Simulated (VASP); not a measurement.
A run of VASP 6.6.1 is set up as follows.

Contents of POSCAR:

```
Si12O24F
1.0
   -2.5104095100      4.3481568300      5.5092742100
    5.0208190300      0.0000000000      5.5092742100
    5.0208190300      8.6963136500      0.0000000000
Si O F
12 24 1
Direct
    0.4030198300      0.9346391100      0.0341278500
    0.9020225200      0.4375004100      0.2840444500
   -0.0038032100      0.0047705600      0.2611295400
    0.4918643900      0.5007097200      0.0090766700
    0.0903211600      0.5786971200      0.4530980300
    0.5883027200      0.0829069700      0.2066549300
    0.4028437400      0.9380004300      0.5384675700
    0.8969066900      0.4328127400      0.7864965600
    0.0078215800      0.0056458700      0.7646533900
    0.4969088100      0.5104466500      0.5088193500
    0.0878128400      0.5792661300      0.9522603500
    0.5866088400      0.0849933900      0.7060603100
    0.0590430300      0.4844927100      0.3404370400
    0.5408349100      0.9845974100      0.1056638500
    0.0586058900      0.8158640800      0.3916998300
    0.5651073000      0.3180796900      0.1384258500
    0.1747467000      0.0192368800      0.1142712500
    0.6782847100      0.5314278100      0.3636741100
    0.3126796000      0.4841017100      0.4712436900
    0.8096113900      0.9811786300      0.2244462200
    0.4264996500      0.6992257500      0.0650923400
    0.9352493800      0.2012480500      0.3187336000
    0.4340582300      0.0458110000      0.3664068200
    0.9298023900      0.5401524100      0.1104055800
    0.0501506200      0.4860341700      0.8421172100
    0.5585406400      0.9759070700      0.6019133300
    0.0912136600      0.8108083300      0.8801618200
    0.5678951000      0.3180014900      0.6334643400
    0.1786587500      0.0368225600      0.6137133900
    0.6659322500      0.5078767600      0.8587865900
    0.3049350700      0.4685458600      0.9784772900
    0.8193367000      0.9941274700      0.7153153000
    0.4315225700      0.7033114900      0.5703794000
    0.9395906900      0.1941836700      0.8289484300
    0.4256650500      0.0555862600      0.8621298800
    0.9336749500      0.5258452900      0.6106671400
    0.7368587300     -0.2063300300      0.9124623600
```

File INCAR.step1:

```
SYSTEM = Si12O24F
ALGO = Normal ; EDIFF = 1E-5
ENCUT = 520 ; GGA = PE
GGA_COMPAT = .FALSE. ; ISIF = 2
ISMEAR = -1 ; ISPIN = 2
LASPH = .TRUE. ; LCHARG = .FALSE.
LORBIT = 11 ; LREAL = Auto
LWAVE = .TRUE. ; MAGMOM = 0 0 0 0 0 0 0 0 0 0 0 0 0 0 0 0 0 0 0 0 0.03 0 0 0.01 0 0 0 0.01 0 0 0 0.3 0 0 0 0 0.69
NBANDS = 128 ; NELM = 200
NUPDOWN = 1.0 ; PREC = Accurate
SIGMA = 0.01
```

The input INCAR.step2:

```
SYSTEM = Si12O24F
AEXX = 0.25 ; ALGO = Normal
EDIFF = 1E-6 ; ENCUT = 520
GGA = PE ; GGA_COMPAT = .FALSE.
ISIF = 2 ; ISMEAR = -1
ISPIN = 2 ; ISTART = 1
LASPH = .TRUE. ; LCHARG = .FALSE.
LHFCALC = .TRUE. ; LORBIT = 11
LREAL = Auto ; LWAVE = .FALSE.
MAGMOM = 0 0 0 0 0 0 0 0 0 0 0 0 0 0 0 0 0 0 0 0 0.03 0 0 0.01 0 0 0 0.01 0 0 0 0.3 0 0 0 0 0.69 ; NBANDS = 128
NELM = 200 ; NUPDOWN = 1.0
PREC = Accurate ; PRECFOCK = Fast
SIGMA = 0.01
```

KPOINTS

```
k-points
0
G
  1 1 1
  0 0 0
```

Potentials or basis: VASP PAW PBE potentials, release 64 (Si, O, F).

The run is started by

```console
$ cat potpaw_PBE.64/Si/POTCAR potpaw_PBE.64/O/POTCAR potpaw_PBE.64/F/POTCAR > POTCAR
$ cp INCAR.step1 INCAR
$ mpirun -np 1 vasp_gam > vasp.out
$ cp INCAR.step2 INCAR
$ mpirun -np 1 vasp_gam > vasp.out
```

Q: What does it give for the pressure?

A: -4.8 GPa.

Q: Estimate the largest force.

A: 0.661 eV/Å.

Stress tensor (GPa, compression positive):
```
-4.42  0.47 -0.60
 0.47 -5.28 -0.21
-0.60 -0.21 -4.70
```

Caveat: the k points lie up to 0.92 Å⁻¹ apart, too coarse for converged energies, forces and pressures; the PAW data sets were made with another functional, which shifts forces and pressure a little; the total moment is fixed, so each spin has its own Fermi level and the state may be an excited one.
